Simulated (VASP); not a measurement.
# Ta: single point with PBEsol

Crystal: Ta.

```
Ta
1.0
    -1.58950    1.58950    1.58950
     1.58950   -1.58950    1.58950
     1.58950    1.58950   -1.58950
Ta
1
Direct
  0.00000 0.00000 0.00000
```

This cell differs from its parent crystal: volume scaled by 0.91.

| Item | Value |
| --- | --- |
| Program | VASP 6.6.1 |
| Task | single point |
| Functional | PBEsol |
| Potentials or basis | VASP PAW PBE potentials, release 64 (Ta_pv) |
| Cutoff | 520 eV |
| k mesh | 18 × 18 × 18 |
| Occupations | gaussian, width 0.1 eV |
| Spin | no spin polarisation |

```
Pressure : 24.2 GPa
```

Levels at points of the mesh, in eV from the Fermi level:
```
           k point  band 2  band 3  band 4  band 5  band 6  band 7  band 8  band 9
(0.00, 0.00, 0.00)  -32.54  -32.54   -8.33    0.72    0.72    0.72    4.42    4.42
(0.50, 0.00, 0.00)  -33.08  -32.56   -4.91   -1.91    2.25    4.39    5.56    9.02
(0.50, 0.50, 0.50)  -33.71  -33.71   -4.53   -4.53    7.85    7.85    7.85    9.82
```

Wall time 29 s on 1 thread of AMD EPYC 7R43 64-Core Processor (Zen 3) (shared host), peak memory 0.11 GiB.

Caveat: the PAW data sets were made with another functional, which shifts forces and pressure a little; spin-orbit coupling is left out, which moves the levels of the heavy elements.
